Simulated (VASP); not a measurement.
# MnO (Fm-3m) in VASP: a series of runs

MnO is run at these levels: PBE; tasks: single point.

Program: VASP 6.6.1. These are calculated values, not measurements. Logs are shortened: lines on timing, memory, paths and dates and some standing lists are left out, and cuts for length are marked.

### 1 The cell of the first run

The structure is cubic, space group Fm-3m (No. 225). Conventional cell: a = 4.444 Å, b = 4.444 Å, c = 4.444 Å, α = 90.00°, β = 90.00°, γ = 90.00°. Within 2.9 Å of Mn (site symmetry m-3m) lie 6 O at 2.22 Å. O (site symmetry m-3m) has 6 Mn at 2.22 Å within 2.9 Å.

### 2 Single point, PBE, collinear spin, ferromagnetic start

File INCAR:

```
SYSTEM = MnO
PREC     = Accurate       ! precision mode
ENCUT    = 520            ! plane-wave cutoff, eV
EDIFF    = 1E-6           ! SCF threshold, eV
ISMEAR   = -1             ! smearing method
SIGMA    = 0.05           ! smearing width, eV
LREAL    = .FALSE.        ! projectors in reciprocal space
LASPH    = .TRUE.         ! aspherical terms in the spheres
NELM     = 150            ! most SCF steps
ALGO     = Normal         ! electronic algorithm
ISIF     = 2              ! what is computed and relaxed
LWAVE    = .FALSE.        ! write WAVECAR
LCHARG   = .TRUE.         ! write CHGCAR
ISPIN    = 2              ! spin polarisation
MAGMOM   = 5 0            ! initial moments
LORBIT   = 11             ! projections on sites
LMAXMIX  = 4              ! l up to which the mixer works
GGA      = PE             ! functional
LELF     = .TRUE.         ! ELF
LVHAR    = .TRUE.       
NBANDS   = 20             ! bands
```

File KPOINTS:

```
regular mesh
0
G
  10 10 10
  0 0 0
```

File POSCAR:

```
MnO
1.0
    0.0000000000      2.2220003300      2.2220003300
    2.2220003300      0.0000000000      2.2220003300
    2.2220003300      2.2220003300      0.0000000000
Mn O
1 1
Direct
    0.0000000000      0.0000000000      0.0000000000
    0.5000000000      0.5000000000      0.5000000000
```

Potentials or basis: VASP PAW PBE potentials, release 64 (Mn_pv, O).

Started as:

```console
cat potpaw_PBE.64/Mn_pv/POTCAR potpaw_PBE.64/O/POTCAR > POTCAR
mpirun -np 1 vasp_std > vasp.out
```

OUTCAR:

```text
SYSTEM = MnO
   PREC = Accurate
   ENCUT = 520
   EDIFF = 1E-6
   ISMEAR = -1
   LREAL = .FALSE.
   LASPH = .TRUE.
   NELM = 150
   ISIF = 2
   ISPIN = 2
   LORBIT = 11
   GGA = PE

 ion  position               nearest neighbor table
   1  0.000  0.000  0.000-   2 2.22   2 2.22   2 2.22   2 2.22   2 2.22   2 2.22
   2  0.500  0.500  0.500-   1 2.22   1 2.22   1 2.22   1 2.22   1 2.22   1 2.22

  LATTYP: Found a face centered cubic cell.
 ALAT       =     4.4440006600

  Lattice vectors:

 A1 = (   0.0000000000,   2.2220003300,   2.2220003300)
 A2 = (   2.2220003300,   0.0000000000,   2.2220003300)
 A3 = (   2.2220003300,   2.2220003300,   0.0000000000)

Analysis of symmetry for initial positions (statically):
=====================================================================
 Subroutine PRICEL returns:
 Original cell was already a primitive cell.

 Routine SETGRP: Setting up the symmetry group for a
 face centered cubic supercell.

 Subroutine GETGRP returns: Found 48 space group operations
 (whereof 48 operations were pure point group operations)
 out of a pool of 48 trial point group operations.

The static configuration has the point symmetry O_h .

Analysis of symmetry for dynamics (positions and initial velocities):
=====================================================================
 Subroutine PRICEL returns:
 Original cell was already a primitive cell.

 Routine SETGRP: Setting up the symmetry group for a
 face centered cubic supercell.

 Subroutine GETGRP returns: Found 48 space group operations
 (whereof 48 operations were pure point group operations)
 out of a pool of 48 trial point group operations.

The dynamic configuration has the point symmetry O_h .

Analysis of structural, dynamic, and magnetic symmetry:
=====================================================================
 Subroutine PRICEL returns:
 Original cell was already a primitive cell.

 Routine SETGRP: Setting up the symmetry group for a
 face centered cubic supercell.

 Subroutine GETGRP returns: Found 48 space group operations
 (whereof 48 operations were pure point group operations)
 out of a pool of 48 trial point group operations.

The overall configuration has the point symmetry O_h .

 Subroutine INISYM returns: Found 48 space group operations
 (whereof 48 operations are pure point group operations),
 and found     1 'primitive' translations

----------------------------------------------------------------------------------------

                                     Primitive cell

  volume of cell :      21.9413

  direct lattice vectors                    reciprocal lattice vectors
     0.000000000  2.222000330  2.222000330    -0.225022469  0.225022469  0.225022469
     2.222000330  0.000000000  2.222000330     0.225022469 -0.225022469  0.225022469
     2.222000330  2.222000330  0.000000000     0.225022469  0.225022469 -0.225022469

  length of vectors
     3.142383002  3.142383002  3.142383002     0.389750349  0.389750349  0.389750349

  position of ions in fractional coordinates (direct lattice)
     0.000000000  0.000000000  0.000000000
     0.500000000  0.500000000  0.500000000

  ion indices of the primitive-cell ions
   primitive index   ion index
                 1           1
                 2           2

----------------------------------------------------------------------------------------

 KPOINTS: regular mesh

Automatic generation of k-mesh.
 Grid dimensions read from file:
 generate k-points for:   10   10   10

 Generating k-lattice:

  Cartesian coordinates                     Fractional coordinates (reciprocal lattice)
    -0.022502247  0.022502247  0.022502247     0.100000000  0.000000000  0.000000000
     0.022502247 -0.022502247  0.022502247     0.000000000  0.100000000  0.000000000
     0.022502247  0.022502247 -0.022502247     0.000000000  0.000000000  0.100000000

  Length of vectors
     0.038975035  0.038975035  0.038975035

  Shift w.r.t. Gamma in fractional coordinates (k-lattice)
     0.000000000  0.000000000  0.000000000

 Subroutine IBZKPT returns following result:
 ===========================================

 Found     47 irreducible k-points:

 Following reciprocal coordinates:
            Coordinates               Weight
  0.000000  0.000000  0.000000      1.000000
  0.100000  0.000000  0.000000      8.000000
  0.200000  0.000000  0.000000      8.000000
  0.300000  0.000000  0.000000      8.000000
  0.400000  0.000000  0.000000      8.000000
  0.500000  0.000000  0.000000      4.000000
[... 16 lines left out ...]
  0.300000  0.300000  0.000000      6.000000
  0.400000  0.300000  0.000000     24.000000
 [... further k-points ...]
   k-points           NKPTS =     47   k-points in BZ     NKDIM =     47   number of bands    NBANDS=     20
   number of dos      NEDOS =    301   number of ions     NIONS =      2
   total plane-waves  NPLWV =  13824
   dimension x,y,z NGX =    24 NGY =   24 NGZ =   24
   dimension x,y,z NGXF=    48 NGYF=   48 NGZF=   48
   ions per type =               1   1
   NGX,Y,Z   is equivalent  to a cutoff of  12.70, 12.70, 12.70 a.u.
   NGXF,Y,Z  is equivalent  to a cutoff of  25.39, 25.39, 25.39 a.u.
 SYSTEM =  MnO
   PREC   = accura    normal or accurate (medium, high low for compatibility)
   ISTART =      0    job   : 0-new  1-cont  2-samecut
   ICHARG =      2    charge: 1-file 2-atom 10-const
   ISPIN  =      2    spin polarized calculation?
   LNONCOLLINEAR =      F non collinear calculations
   LSORBIT =      F    spin-orbit coupling
   LASPH  =      T    aspherical Exc in radial PAW
   ENCUT  =  520.0 eV  38.22 Ry    6.18 a.u.   5.84  5.84  5.84*2*pi/ulx,y,z
   NELM   =    150;   NELMIN=  2; NELMDL= -5     # of ELM steps
   EDIFF  = 0.1E-05   stopping-criterion for ELM
   LREAL  =      F    real-space projection
   EDIFFG = 0.1E-04   stopping-criterion for IOM
   NSW    =      0    number of steps for IOM
   IBRION =     -1    ionic relax: 0-MD 1-quasi-New 2-CG
   NFREE  =      0    steps in history (QN), initial steepest desc. (CG)
   ISIF   =      2    stress and relaxation
   ISYM   =      2    0-nonsym 1-usesym 2-fastsym
   POTIM  = 0.5000    time-step for ionic-motion
   TEBEG  =    0.0;   TEEND  =   0.0 temperature during run
   PSTRESS=    0.0 pullay stress
   NELECT =      19.0000    total number of electrons
   NUPDOWN=      -1.0000    fix difference up-down
   EMIN   =  10.00;   EMAX   =-10.00  energy-range for DOS
   EFERMI =   0.00;   METHOD = LEGACY
   ISMEAR =    -1;   SIGMA  =   0.05  broadening in eV -4-tet -1-fermi 0-gaus
   EFERMI_NEDOS =   21; number of points for ismear=-14 and -15
   IALGO  =     38    algorithm
   IMIX   =      4    mixing-type and parameters
     AMIX     =   0.40;   BMIX     =  1.00
     AMIX_MAG =   1.60;   BMIX_MAG =  1.00
  volume/ion in A,a.u.               =      10.97        74.03
  Fermi-wavevector in a.u.,A,eV,Ry     =   1.560409  2.948746 33.128523  2.434878
  Thomas-Fermi vector in A             =   2.663626
   LORBIT       =     11    0 simple, 1 ext, 2 COOP (PROOUT), +10 PAW based schemes
   GGA     = PE    functional components
   LHFCALC =     F    Hartree Fock is set to
   AEXX    =    0.0000 exact exchange contribution
   IVDW    =     0    specifies the selected vdW correction
   LEPSILON=     F    determine dielectric tensor
   LRPA    =     F    only Hartree local field effects (RPA)
 spin polarized calculation
  energy-cutoff  :      520.00
  volume of cell :       21.94
 maximum number of plane-waves:       609
   NGX = 11   NGY = 11   NGZ = 11

 number of electron      18.9999992 magnetization       4.7887348

 Free energy of the ion-electron system (eV)
  ---------------------------------------------------
  ext. energy  EPLUGINS =         0.00000000
  ---------------------------------------------------
  free energy    TOTEN  =       -16.40602974 eV

  energy without entropy =      -16.39869374  energy(sigma->0) =      -16.40236174

 E-fermi :   7.5615     XC(G=0): -11.8673

 val. band max:        7.5511516961   @ k =   0.5000   0.1000   0.0000
 cond. band min:       7.5710229957   @ k =   0.4000   0.0000   0.0000
 fundamental gap:      0.0198712996
 Fermi energy:         7.5614881052

 spin component 1

 k-point     1 :       0.0000    0.0000    0.0000
  band No.  band energies     occupation
      1     -42.8146      1.00000
      2     -42.8146      1.00000
      3     -42.8146      1.00000
      4     -12.7204      1.00000
      5       3.8086      1.00000
      6       3.8086      1.00000
[... 12 lines left out ...]
     19      27.2877      0.00000
     20      27.2877      0.00000
[... 507 lines left out ...]
 k-point    24 :       0.4000    0.3000    0.0000
  band No.  band energies     occupation
      1     -42.8614      1.00000
      2     -42.8344      1.00000
      3     -42.8326      1.00000
      4     -11.8926      1.00000
      5       0.3901      1.00000
      6       2.2851      1.00000
[... 12 lines left out ...]
     19      32.2857      0.00000
     20      34.0410      0.00000

 [... further k-points ...]

 spin component 2

 k-point     1 :       0.0000    0.0000    0.0000
  band No.  band energies     occupation
      1     -38.1357      1.00000
      2     -38.1357      1.00000
      3     -38.1357      1.00000
      4     -12.2725      1.00000
      5       4.2009      1.00000
      6       4.2009      1.00000
[... 12 lines left out ...]
     19      29.6475      0.00000
     20      29.6475      0.00000
[... 507 lines left out ...]
 k-point    24 :       0.4000    0.3000    0.0000
  band No.  band energies     occupation
      1     -38.1947      1.00000
      2     -38.1603      1.00000
      3     -38.1579      1.00000
      4     -11.4633      1.00000
      5       1.1662      1.00000
      6       3.0654      1.00000
[... 12 lines left out ...]
     19      33.3041      0.00000
     20      35.0694      0.00000

 [... further k-points ...]

------------------------ aborting loop because EDIFF is reached ----------------------------------------

  FORCE on cell =-STRESS in cart. coord.  units (eV):
  Direction    XX          YY          ZZ          XY          YZ          ZX
  --------------------------------------------------------------------------------------
  -------------------------------------------------------------------------------------
  Total        0.0801083      0.0801083      0.0801083      0.0000000      0.0000000      0.0000000
  in kB        5.8495962      5.8495962      5.8495962      0.0000000      0.0000000      0.0000000
  external PRESSURE =       5.8495962 kB  Pullay stress =       0.0000000 kB

 VOLUME and BASIS-vectors are now :
 -----------------------------------------------------------------------------
  energy-cutoff  :      520.00
  volume of cell :       21.94
      direct lattice vectors                 reciprocal lattice vectors
     0.000000000  2.222000330  2.222000330    -0.225022469  0.225022469  0.225022469
     2.222000330  0.000000000  2.222000330     0.225022469 -0.225022469  0.225022469
     2.222000330  2.222000330  0.000000000     0.225022469  0.225022469 -0.225022469

 POSITION                                       TOTAL-FORCE (eV/Angst)
 -----------------------------------------------------------------------------------
      0.00000      0.00000      0.00000         0.000000      0.000000      0.000000
      2.22200      2.22200      2.22200        -0.000000     -0.000000     -0.000000
 -----------------------------------------------------------------------------------
    total drift:                                0.000000     -0.000000     -0.000000

  FREE ENERGIE OF THE ION-ELECTRON SYSTEM (eV)
  ---------------------------------------------------
  free  energy   TOTEN  =       -16.4060297430 eV

  energy  without entropy=      -16.3986937391  energy(sigma->0) =      -16.40236174

 total charge

# of ion       s       p       d       tot
------------------------------------------
    1        0.203   6.177   4.976  11.355
    2        1.561   3.417   0.000   4.977
--------------------------------------------------
tot          1.763   9.593   4.976  16.332

 magnetization (x)

# of ion       s       p       d       tot
------------------------------------------
    1        0.034   0.026   4.285   4.344
    2        0.030   0.175   0.000   0.205
--------------------------------------------------
tot          0.064   0.201   4.285   4.550
```

Wall time 25 s (1 thread of Intel Xeon Platinum 8259CL at 2.50GHz (Skylake/Cascade Lake), shared host); peak memory 0.16 GiB.

Results:

```yaml
Free_energy: -16.4060 eV
Pressure: 0.6 GPa
Net_moment: 4.79 μB per cell
Site_moments: Mn +4.34; O +0.20 μB
Valence_electrons_inside_the_program's_atomic_spheres: Mn 11.36; O 4.98
```

Levels at points of the mesh, in eV from the Fermi level:
Spin up:
| k point | band 10 | band 11 | band 12 | band 13 | band 14 | band 15 |
| --- | --- | --- | --- | --- | --- | --- |
| (0.00, 0.00, 0.00) | -3.22 | -2.70 | -2.70 | -0.52 | 13.96 | 16.34 |
| (0.50, 0.00, 0.00) | -1.89 | 0.20 | 0.20 | 3.48 | 7.74 | 11.88 |
| (0.50, 0.50, 0.00) | -2.06 | -2.06 | -1.92 | 5.02 | 7.82 | 10.41 |
Spin down:
| k point | band 4 | band 5 | band 6 | band 7 | band 8 | band 9 | band 10 | band 11 |
| --- | --- | --- | --- | --- | --- | --- | --- | --- |
| (0.00, 0.00, 0.00) | -19.83 | -3.36 | -3.36 | -3.36 | 0.75 | 0.75 | 0.75 | 0.80 |
| (0.50, 0.00, 0.00) | -18.87 | -7.37 | -4.85 | -4.85 | 1.94 | 1.98 | 1.98 | 3.65 |
| (0.50, 0.50, 0.00) | -18.91 | -6.42 | -4.34 | -4.34 | -0.83 | 1.96 | 2.17 | 2.41 |

Caveat: a cell with one magnetic atom can't hold antiferromagnetic order, which such compounds often take; semilocal functionals often make such compounds metallic where correlation or magnetic order opens a gap, which also shifts bond lengths. With open d or f shells a metallic result of PBE can be an artefact of self-interaction; +U or a hybrid may open a gap.

### 3 Single point, PBE, collinear spin, ferromagnetic start (volume scaled by 1.02)

File INCAR:

```
SYSTEM = MnO
ALGO = Normal ; EDIFF = 1E-6
ENCUT = 520 ; GGA = PE
ISIF = 2 ; ISMEAR = -1
ISPIN = 2 ; LASPH = .TRUE.
LCHARG = .FALSE. ; LMAXMIX = 4
LORBIT = 11 ; LREAL = .FALSE.
LWAVE = .FALSE. ; MAGMOM = 5 0
NBANDS = 20 ; NELM = 150
PREC = Accurate ; SIGMA = 0.05
```

File KPOINTS:

```
k-points
0
G
  10 10 10
  0 0 0
```

File POSCAR:

```
MnO
1.0
    0.0000000000      2.2367159928      2.2367159928
    2.2367159928      0.0000000000      2.2367159928
    2.2367159928      2.2367159928      0.0000000000
Mn O
1 1
Direct
    0.0000000000      0.0000000000      0.0000000000
    0.5000000000      0.5000000000      0.5000000000
```

Potentials or basis: VASP PAW PBE potentials, release 64 (Mn_pv, O).

Started as:

```console
cat potpaw_PBE.64/Mn_pv/POTCAR potpaw_PBE.64/O/POTCAR > POTCAR
mpirun -np 1 vasp_std > vasp.out
```

Wall time 26 s (1 thread of Intel Xeon Platinum 8259CL at 2.50GHz (Skylake/Cascade Lake), shared host); peak memory 0.17 GiB.

It converged, with:

```
Free energy                                           : -16.4045 eV
Pressure                                              : -2.1 GPa
Net moment                                            : 4.81 μB per cell
Site moments                                          : Mn +4.36; O +0.20 μB
Valence electrons inside the program's atomic spheres : Mn 11.34; O 4.97
```

Levels at points of the mesh, in eV from the Fermi level:
Spin up:
| k point | band 10 | band 11 | band 12 | band 13 | band 14 | band 15 |
| --- | --- | --- | --- | --- | --- | --- |
| (0.00, 0.00, 0.00) | -3.17 | -2.66 | -2.66 | -0.56 | 13.95 | 16.21 |
| (0.50, 0.00, 0.00) | -1.87 | 0.18 | 0.18 | 3.47 | 7.61 | 11.78 |
| (0.50, 0.50, 0.00) | -2.05 | -2.05 | -1.93 | 4.92 | 7.75 | 10.34 |
Spin down:
```tsv
k point	band 5	band 6	band 7	band 8	band 9	band 10
(0.00, 0.00, 0.00)	-3.24	-3.24	-3.24	0.76	0.83	0.83
(0.50, 0.00, 0.00)	-7.18	-4.69	-4.69	1.97	2.02	2.02
(0.50, 0.50, 0.00)	-6.25	-4.20	-4.20	-0.70	2.00	2.17
```

Caveat: a cell with one magnetic atom can't hold antiferromagnetic order, which such compounds often take; semilocal functionals often make such compounds metallic where correlation or magnetic order opens a gap, which also shifts bond lengths.
